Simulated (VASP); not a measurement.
# Al15VN16 (a cell with a defect) in VASP: notebook

Al15VN16 (a cell with a defect) is run at these levels: PBEsol+U; tasks: relaxation of the atoms, single point.

All numbers are computed with VASP 6.6.1; they aren't measurements. Logs are shortened: lines on timing, memory, paths and dates and some standing lists are left out, and cuts for length are marked.

### Step 1. The cell of the first run

The cell holds a defect, 32 atoms: a = 6.220 Å, b = 6.220 Å, c = 9.960 Å, α = 90.00°, β = 90.00°, γ = 120.00°.

### Step 2. Relaxation of the atoms, PBEsol+U, collinear spin, zero start (atoms moved at random)

Contents of INCAR:

```
PREC = Accurate
ENCUT = 450
EDIFF = 1E-5
ISMEAR = 0
SIGMA = 0.03
LREAL = Auto
LASPH = T
NELM = 120
ALGO = Normal
ISIF = 2
LWAVE = F
LCHARG = F
ISPIN = 2
MAGMOM = 0 0 0 0 0 0 0 0 0 0 0 0 0 0 0 0 0 0 0 0 0 0 0 0 0 0 0 0 0 0 0 0
LORBIT = 11
NUPDOWN = 0
LMAXMIX = 4
LDAU = T
LDAUTYPE = 2
LDAUL = 2 -1 -1
LDAUU = 3 0 0
LDAUJ = 0 0 0
LDAUPRINT = 1
GGA = PS
IBRION = 2
NSW = 60
EDIFFG = -0.03
ISYM = 0
KPAR = 4
```

Contents of KPOINTS:

```
regular mesh
0
Gamma
  3 3 2
```

Contents of POSCAR:

```
Al15VN16
1.0
    6.2200008610      0.0000000000      0.0000000000
   -3.1100004305      5.3866787572      0.0000000000
    0.0000000000      0.0000000000      9.9600000000
V Al N
1 15 16
Direct
    0.3286460000      0.1627030000      0.0003650000
    0.3323690000      0.1696350000      0.4996540000
    0.3305860000      0.6640200000      0.0005480000
    0.3343090000      0.6573390000      0.5003400000
    0.8350850000      0.1675260000     -0.0027650000
    0.8270870000      0.1667450000      0.4972140000
    0.8401370000      0.6682960000      0.0029010000
    0.8356000000      0.6657600000      0.4991850000
    0.1655000000      0.3338920000      0.2528540000
    0.1671640000      0.3334290000      0.7504910000
    0.1704170000      0.8346710000      0.2505700000
    0.1678100000      0.8314130000      0.7526640000
    0.6666970000      0.3402250000      0.2503710000
    0.6590630000      0.3314930000      0.7493480000
    0.6685170000      0.8339470000      0.2488170000
    0.6611500000      0.8318440000      0.7514650000
    0.3337110000      0.1731680000      0.1935480000
    0.3285350000      0.1694270000      0.6907720000
    0.3348030000      0.6638740000      0.1832760000
    0.3306730000      0.6641860000      0.6919330000
    0.8323560000      0.1590920000      0.1921510000
    0.8313590000      0.1619730000      0.6891260000
    0.8299100000      0.6683500000      0.1960040000
    0.8316620000      0.6639410000      0.6920840000
    0.1632120000      0.3344490000      0.4455770000
    0.1730540000      0.3295110000      0.9483450000
    0.1686680000      0.8373540000      0.4422330000
    0.1651250000      0.8244860000      0.9460350000
    0.6688960000      0.3279110000      0.4391560000
    0.6758880000      0.3382980000      0.9363160000
    0.6684640000      0.8300790000      0.4450340000
    0.6731240000      0.8307020000      0.9355070000
```

Potentials or basis: VASP PAW PBE potentials, release 64 (V_sv, Al, N).

Run with:

```console
$ cat potpaw_PBE.64/V_sv/POTCAR potpaw_PBE.64/Al/POTCAR potpaw_PBE.64/N/POTCAR > POTCAR
$ mpirun -np 4 vasp_std > vasp.out
```

OUTCAR:

```text
PREC = Accurate
   ENCUT = 450
   EDIFF = 1E-5
   ISMEAR = 0
   LREAL = Auto
   LASPH = T
   NELM = 120
   ISIF = 2
   ISPIN = 2
   LORBIT = 11
   NUPDOWN = 0
   GGA = PS
   IBRION = 2
   NSW = 60
   EDIFFG = -0.03
   ISYM = 0

 ion  position               nearest neighbor table
   1  0.329  0.163  0.000-  26 1.81  28 1.90  17 1.92  30 1.98  12 3.05  11 3.06   7 3.06  10 3.07
                            14 3.07   5 3.09  13 3.09   9 3.09   3 3.11   3 3.11   5 3.14
   2  0.332  0.170  0.500-  25 1.88  27 1.88  18 1.90  29 1.91   4 3.03   9 3.04  14 3.05  10 3.06
                            13 3.07  11 3.07   6 3.09   8 3.11  12 3.11   8 3.11   6 3.13   4 3.19
   3  0.331  0.664  0.001-  19 1.82  28 1.84  26 1.88  32 1.96  12 3.04  16 3.05  10 3.06  11 3.06
                             7 3.06  15 3.07   9 3.08   5 3.09   1 3.11   1 3.11   5 3.14   7 3.16
   4  0.334  0.657  0.500-  25 1.82  31 1.88  20 1.91  27 1.95   9 3.02   2 3.03  10 3.04  16 3.06
                            15 3.09   8 3.09  11 3.09   6 3.10  12 3.11   6 3.12   8 3.13   2 3.19
   5  0.835  0.168  0.997-  30 1.88  26 1.89  32 1.92  21 1.94  10 3.04  16 3.04  14 3.07  15 3.08
                             1 3.09   3 3.09   7 3.10   9 3.11  13 3.12   7 3.12   3 3.14   1 3.14
   6  0.827  0.167  0.497-  29 1.81  25 1.88  31 1.89  22 1.91   9 3.04  13 3.05  15 3.06   8 3.08
                            14 3.09   2 3.09   4 3.10  16 3.11  10 3.12   4 3.12   2 3.13   8 3.14
   7  0.840  0.668  0.003-  28 1.84  32 1.90  30 1.90  23 1.92  13 3.03  11 3.04  15 3.05  12 3.05
                             1 3.06   3 3.06   5 3.10  14 3.11  16 3.11   5 3.12   3 3.16
   8  0.836  0.666  0.499-  31 1.87  27 1.88  29 1.92  24 1.92  13 3.04  11 3.06  14 3.07   6 3.08
                            15 3.08   4 3.09  12 3.09   2 3.11  16 3.11   2 3.11   4 3.13   6 3.14
   9  0.166  0.334  0.253-  17 1.87  21 1.89  19 1.91  25 1.92   4 3.02   2 3.04   6 3.04   3 3.08
                             1 3.09  13 3.10  11 3.10  15 3.10   5 3.11  15 3.12  11 3.12  13 3.12
  10  0.167  0.333  0.750-  18 1.85  20 1.87  22 1.91  26 1.97   5 3.04   4 3.04   3 3.06   2 3.06
                             1 3.07  14 3.07  16 3.09  12 3.10   6 3.12  12 3.12  16 3.13  14 3.15
  11  0.170  0.835  0.251-  27 1.91  17 1.91  23 1.91  19 1.93   7 3.04   1 3.06   3 3.06   8 3.06
                             2 3.07   4 3.09   9 3.10  15 3.10  13 3.10  13 3.12  15 3.12   9 3.12
  12  0.168  0.831  0.753-  20 1.88  24 1.91  18 1.92  28 1.93   3 3.04   1 3.05   7 3.05  16 3.07
                            14 3.08   8 3.09  10 3.10   2 3.11   4 3.11  10 3.12  14 3.14  16 3.15
  13  0.667  0.340  0.250-  23 1.85  17 1.88  29 1.88  21 1.96   7 3.03   8 3.04   6 3.05  15 3.07
                             2 3.07   1 3.09   9 3.10  11 3.10  11 3.12   5 3.12   9 3.12  15 3.15
  14  0.659  0.331  0.749-  30 1.86  18 1.87  24 1.88  22 1.94   2 3.05  10 3.07   1 3.07   5 3.07
                             8 3.07  12 3.08   6 3.09  16 3.11   7 3.11  16 3.11  12 3.14  10 3.15
  15  0.669  0.834  0.249-  23 1.84  21 1.84  19 1.91  31 1.95   7 3.05   6 3.06  13 3.07   3 3.07
                             8 3.08   5 3.08   4 3.09  11 3.10   9 3.10  11 3.12   9 3.12  13 3.15
  16  0.661  0.832  0.751-  32 1.83  20 1.88  22 1.88  24 1.92   5 3.04   3 3.05   4 3.06  12 3.07
                            10 3.09  14 3.11   6 3.11   7 3.11   8 3.11  14 3.11  10 3.13  12 3.15
  17  0.334  0.173  0.194-   9 1.87  13 1.88  11 1.91   1 1.92
  18  0.329  0.169  0.691-  10 1.85  14 1.87   2 1.90  12 1.92
  19  0.335  0.664  0.183-   3 1.82   9 1.91  15 1.91  11 1.93
  20  0.331  0.664  0.692-  10 1.87  16 1.88  12 1.88   4 1.91
  21  0.832  0.159  0.192-  15 1.84   9 1.89   5 1.94  13 1.96
  22  0.831  0.162  0.689-  16 1.88  10 1.91   6 1.91  14 1.94
[... 8 lines left out ...]
  31  0.668  0.830  0.445-   8 1.87   4 1.88   6 1.89  15 1.95
  32  0.673  0.831  0.936-  16 1.83   7 1.90   5 1.92   3 1.96

IMPORTANT INFORMATION: All symmetrisations will be switched off!
NOSYMM: (Re-)initialisation of all symmetry stuff for point group C_1.

----------------------------------------------------------------------------------------

                                     Primitive cell

  volume of cell :     333.7113

  direct lattice vectors                    reciprocal lattice vectors
     6.220000861  0.000000000  0.000000000     0.160771682  0.092821574  0.000000000
    -3.110000430  5.386678757  0.000000000     0.000000000  0.185643148  0.000000000
     0.000000000  0.000000000  9.960000000     0.000000000  0.000000000  0.100401606

  length of vectors
     6.220000861  6.220000861  9.960000000     0.185643148  0.185643148  0.100401606

  position of ions in fractional coordinates (direct lattice)
     0.328646000  0.162703000  0.000365000
     0.332369000  0.169635000  0.499654000
     0.330586000  0.664020000  0.000548000
     0.334309000  0.657339000  0.500340000
     0.835085000  0.167526000  0.997235000
     0.827087000  0.166745000  0.497214000
[... 24 lines left out ...]
     0.668464000  0.830079000  0.445034000
     0.673124000  0.830702000  0.935507000

  ion indices of the primitive-cell ions
   primitive index   ion index
                 1           1
                 2           2
                 3           3
                 4           4
[... 148 lines left out ...]
  -------------------------------------------------------------------------------------
  Total        7.1117810      8.5560062      4.1227805     -2.6322770     -0.3915944      0.9691327
  in kB       34.1442907     41.0781442     19.7938345    -12.6377953     -1.8800794      4.6528921
  external PRESSURE =      31.6720898 kB  Pullay stress =       0.0000000 kB
[... 181 lines left out ...]
  FREE ENERGIE OF THE ION-ELECTRON SYSTEM (eV)
  ---------------------------------------------------
  free  energy   TOTEN  =      -250.7780365416 eV

  energy  without entropy=     -250.7780365416  energy(sigma->0) =     -250.77803654

[... ionic steps 4 to 11 ...]

--------------------------------------- Ionic step       12  -------------------------------------------

 number of electron     137.9999989 magnetization       0.0000000

------------------------ aborting loop because EDIFF is reached ----------------------------------------
[... 121 lines left out ...]
  FREE ENERGIE OF THE ION-ELECTRON SYSTEM (eV)
  ---------------------------------------------------
  free  energy   TOTEN  =      -250.8739993744 eV

  energy  without entropy=     -250.8739993744  energy(sigma->0) =     -250.87399937

atom =   1  type =  1  l = 2

 onsite density matrix

spin component  1

  0.2375  0.1645  0.0022  0.0492  0.0931
  0.1645  0.5249  0.0013  0.2932  0.1766
  0.0022  0.0013  0.1988 -0.0010 -0.0006
  0.0492  0.2932 -0.0010  0.2975  0.1645
  0.0931  0.1766 -0.0006  0.1645  0.3098

spin component  2

  0.3061 -0.1638 -0.0022  0.1732 -0.0920
 -0.1638  0.3017 -0.0005 -0.2955  0.0507
 -0.0022 -0.0005  0.1988  0.0013  0.0005
  0.1732 -0.2955  0.0013  0.5239 -0.1644
 -0.0920  0.0507  0.0005 -0.1644  0.2382

 occupancies and eigenvectors

  o =  0.0610  v = -0.4046  0.4925 -0.0021 -0.7191  0.2770  0.0000  0.0000  0.0000  0.0000  0.0000      0.0000  0.0000  0.0000  0.0000  0.0000  0.0000  0.0000  0.0000  0.0000  0.0000
  o =  0.0616  v =  0.0000  0.0000  0.0000  0.0000  0.0000 -0.2799 -0.7167 -0.0009 -0.4962 -0.4023      0.0000  0.0000  0.0000  0.0000  0.0000  0.0000  0.0000  0.0000  0.0000  0.0000
  o =  0.1982  v =  0.1802  0.0501 -0.9732 -0.0988 -0.0896  0.0000  0.0000  0.0000  0.0000  0.0000      0.0000  0.0000  0.0000  0.0000  0.0000  0.0000  0.0000  0.0000  0.0000  0.0000
  o =  0.1983  v =  0.0000  0.0000  0.0000  0.0000  0.0000  0.1728  0.0217  0.9790 -0.0970 -0.0414      0.0000  0.0000  0.0000  0.0000  0.0000  0.0000  0.0000  0.0000  0.0000  0.0000
  o =  0.2097  v =  0.0000  0.0000  0.0000  0.0000  0.0000  0.4591 -0.4159 -0.0661 -0.2571  0.7388      0.0000  0.0000  0.0000  0.0000  0.0000  0.0000  0.0000  0.0000  0.0000  0.0000
  o =  0.2102  v =  0.7018  0.2683  0.2278 -0.3954 -0.4767  0.0000  0.0000  0.0000  0.0000  0.0000      0.0000  0.0000  0.0000  0.0000  0.0000  0.0000  0.0000  0.0000  0.0000  0.0000
  o =  0.2109  v =  0.4845 -0.4070  0.0297 -0.2724  0.7243  0.0000  0.0000  0.0000  0.0000  0.0000      0.0000  0.0000  0.0000  0.0000  0.0000  0.0000  0.0000  0.0000  0.0000  0.0000
  o =  0.2115  v =  0.0000  0.0000  0.0000  0.0000  0.0000  0.7229  0.2555 -0.1926 -0.4016 -0.4623      0.0000  0.0000  0.0000  0.0000  0.0000  0.0000  0.0000  0.0000  0.0000  0.0000
  o =  0.8878  v =  0.0000  0.0000  0.0000  0.0000  0.0000 -0.3981  0.4977 -0.0003 -0.7190  0.2773      0.0000  0.0000  0.0000  0.0000  0.0000  0.0000  0.0000  0.0000  0.0000  0.0000
  o =  0.8883  v = -0.2768 -0.7192 -0.0011 -0.4926 -0.4042  0.0000  0.0000  0.0000  0.0000  0.0000      0.0000  0.0000  0.0000  0.0000  0.0000  0.0000  0.0000  0.0000  0.0000  0.0000

--------------------------------------- Ionic step       14  -------------------------------------------

 number of electron     137.9999988 magnetization       0.0000000

 Free energy of the ion-electron system (eV)
  ---------------------------------------------------
  ext. energy  EPLUGINS =         0.00000000
  ---------------------------------------------------
  free energy    TOTEN  =      -250.87448224 eV

  energy without entropy =     -250.87448224  energy(sigma->0) =     -250.87448224

 E-fermi :   8.2822     XC(G=0): -11.1941

 val. band max:        8.0740417362   @ k =  -0.3333   0.3333   0.5000
 cond. band min:      10.1037846063   @ k =  -0.3333   0.3333   0.5000
 fundamental gap:      2.0297428700
 Fermi energy:         8.2822090745

 spin component 1

 k-point     1 :       0.0000    0.0000    0.0000
  band No.  band energies     occupation
      1     -55.7297      1.00000
      2     -30.1547      1.00000
      3     -29.8858      1.00000
      4     -29.2485      1.00000
      5      -9.0206      1.00000
      6      -8.1541      1.00000
[... 829 lines left out ...]
     80      12.8266      0.00000
     81      12.9946      0.00000
 Fermi energy:         8.2822090745

 spin component 2

 k-point     1 :       0.0000    0.0000    0.0000
  band No.  band energies     occupation
      1     -55.7338      1.00000
      2     -30.2856      1.00000
      3     -29.5836      1.00000
      4     -29.4326      1.00000
      5      -9.0205      1.00000
      6      -8.1540      1.00000
[... 829 lines left out ...]
     80      12.8276      0.00000
     81      12.9932      0.00000
 [bands above 81 left out]

------------------------ aborting loop because EDIFF is reached ----------------------------------------

  FORCE on cell =-STRESS in cart. coord.  units (eV):
  Direction    XX          YY          ZZ          XY          YZ          ZX
  --------------------------------------------------------------------------------------
  -------------------------------------------------------------------------------------
  Total        5.5334415      5.6207087      2.6214666      0.0294989     -0.0462080      0.0520971
  in kB       26.5665430     26.9855208     12.5858936      0.1416269     -0.2218486      0.2501226
  external PRESSURE =      22.0459858 kB  Pullay stress =       0.0000000 kB
[... 47 lines left out ...]
  FREE ENERGIE OF THE ION-ELECTRON SYSTEM (eV)
  ---------------------------------------------------
  free  energy   TOTEN  =      -250.8744822377 eV

  energy  without entropy=     -250.8744822377  energy(sigma->0) =     -250.87448224

 reached required accuracy - stopping structural energy minimisation

 total charge

# of ion       s       p       d       tot
------------------------------------------
    1        2.300   6.254   3.104  11.658
    2        0.368   0.440   0.000   0.808
    3        0.371   0.451   0.000   0.823
    4        0.370   0.447   0.000   0.818
    5        0.371   0.452   0.000   0.823
    6        0.370   0.447   0.000   0.818
[... 24 lines left out ...]
   31        1.223   2.619   0.000   3.842
   32        1.223   2.609   0.000   3.832
--------------------------------------------------
tot         27.458  54.761   3.104  85.324

 magnetization (x)

# of ion       s       p       d       tot
------------------------------------------
    1       -0.000  -0.000  -0.000  -0.000
    2       -0.000  -0.000   0.000  -0.000
    3        0.002   0.002   0.000   0.004
    4       -0.000  -0.000   0.000  -0.000
    5        0.001   0.001   0.000   0.002
    6       -0.000  -0.000   0.000  -0.000
[... 24 lines left out ...]
   31        0.000   0.000   0.000   0.000
   32       -0.000  -0.000   0.000  -0.000
--------------------------------------------------
tot         -0.000   0.001  -0.000   0.000
```

It took 29 min on 4 MPI ranks of Intel Xeon Platinum 8488C (Sapphire Rapids), shared host; peak memory 0.78 GiB.

Results:

```yaml
Free_energy: -250.8745 eV
Energy_gained_by_relaxing: 28.7 meV/atom
Ionic_steps: 14
Largest_force_after_relaxing: 0.025 eV/Å
Net_moment: 0.00 μB per cell
Valence_electrons_inside_the_program's_atomic_spheres: V 11.66; Al 0.81, 0.82 (each value once); N 3.82, 3.83, 3.84, 3.85 (each value once)
```

Forces on the atoms (eV/Å):
```
V   -0.008 -0.002 -0.010
Al   0.002  0.006  0.005
Al   0.003  0.003 -0.002
Al   0.001  0.000  0.019
Al   0.005  0.001 -0.011
Al   0.011 -0.004 -0.001
Al  -0.022  0.010 -0.003
Al   0.010 -0.005 -0.010
Al   0.000 -0.007 -0.018
Al   0.003  0.009  0.003
Al  -0.002 -0.006 -0.010
Al   0.000  0.002  0.014
Al   0.010 -0.005 -0.004
Al   0.007  0.001  0.008
Al  -0.004 -0.007 -0.005
Al   0.004  0.002  0.002
N    0.007 -0.006 -0.004
N    0.013  0.000  0.005
N    0.004  0.001  0.013
N    0.007  0.016  0.003
N   -0.007 -0.008  0.013
N   -0.005  0.002 -0.009
N   -0.006 -0.006  0.003
N   -0.002 -0.001 -0.013
N    0.007 -0.001 -0.010
N   -0.014  0.012 -0.001
N    0.016  0.004  0.002
N   -0.010 -0.004  0.015
N   -0.003 -0.007 -0.001
N   -0.009  0.002  0.007
N   -0.002 -0.002  0.009
N   -0.017  0.000 -0.010
```

The path:
| step | energy change (eV) | largest force (eV/Å) | pressure (GPa) |
| --- | --- | --- | --- |
| 1 | 0.0000 | 3.6340 | 3.17 |
| 2 | -0.6560 | 1.5829 | 2.39 |
| 3 | -0.8235 | 0.7467 | 2.28 |
| 4 | -0.8840 | 0.3517 | 2.21 |
| 5 | -0.8847 | 0.3212 | 2.21 |
| 6 | -0.9044 | 0.1689 | 2.21 |
| 7 | -0.9054 | 0.2068 | 2.22 |
| 8 | -0.9140 | 0.0908 | 2.21 |
| 9 | -0.9144 | 0.1076 | 2.20 |
| 10 | -0.9181 | 0.0604 | 2.20 |
| 11 | -0.9182 | 0.0719 | 2.21 |
| 12 | -0.9194 | 0.0352 | 2.21 |
| 13 | -0.9195 | 0.0391 | 2.21 |
| 14 | -0.9199 | 0.0245 | 2.20 |

Final structure:
```
V Al N
1.0
     6.22000    0.00000    0.00000
    -3.11000    5.38668    0.00000
     0.00000    0.00000    9.96000
V Al N
1 15 16
Direct
  0.33390 0.16572 0.99615
  0.33296 0.16568 0.50060
  0.33311 0.66527 0.00148
  0.33376 0.66614 0.50019
  0.83391 0.16620 0.00155
  0.83250 0.16505 0.50039
  0.83422 0.66547 0.00152
  0.83249 0.66628 0.50046
  0.16675 0.33287 0.25212
  0.16485 0.33328 0.74856
  0.16675 0.83228 0.25205
  0.16505 0.82935 0.74849
  0.66726 0.33297 0.25204
  0.66902 0.33354 0.74856
  0.66700 0.83281 0.25046
  0.66618 0.83205 0.75085
  0.33361 0.16594 0.19854
  0.33292 0.16539 0.69325
  0.33322 0.66574 0.19205
  0.33436 0.66596 0.69026
  0.83389 0.16652 0.19206
  0.83211 0.16385 0.69043
  0.83389 0.66591 0.19208
  0.83223 0.66631 0.69047
  0.16598 0.33268 0.44292
  0.16053 0.33861 0.93823
  0.16585 0.83177 0.44285
  0.16063 0.81934 0.93824
  0.66699 0.33291 0.44289
  0.68020 0.33902 0.93828
  0.66638 0.83256 0.44072
  0.66709 0.83227 0.94238
```

Eigenvalues of the final occupation matrices:
```
    site  spin  trace               eigenvalues
site 1 d     1   1.57  0.06 0.20 0.21 0.21 0.89
site 1 d     2   1.57  0.06 0.20 0.21 0.21 0.89
```

Caveat: the k points lie up to 0.39 Å⁻¹ apart; the cell differs from its parent crystal (atoms moved at random); the cutoff is under 1.25 times the usual one of these potentials, so pressure, stress and relaxed cells hold a basis-set (Pulay) error; the PAW data sets were made with another functional, which shifts forces and pressure a little; the total moment is fixed, so each spin has its own Fermi level.

(Continued in part 2 of 2.)
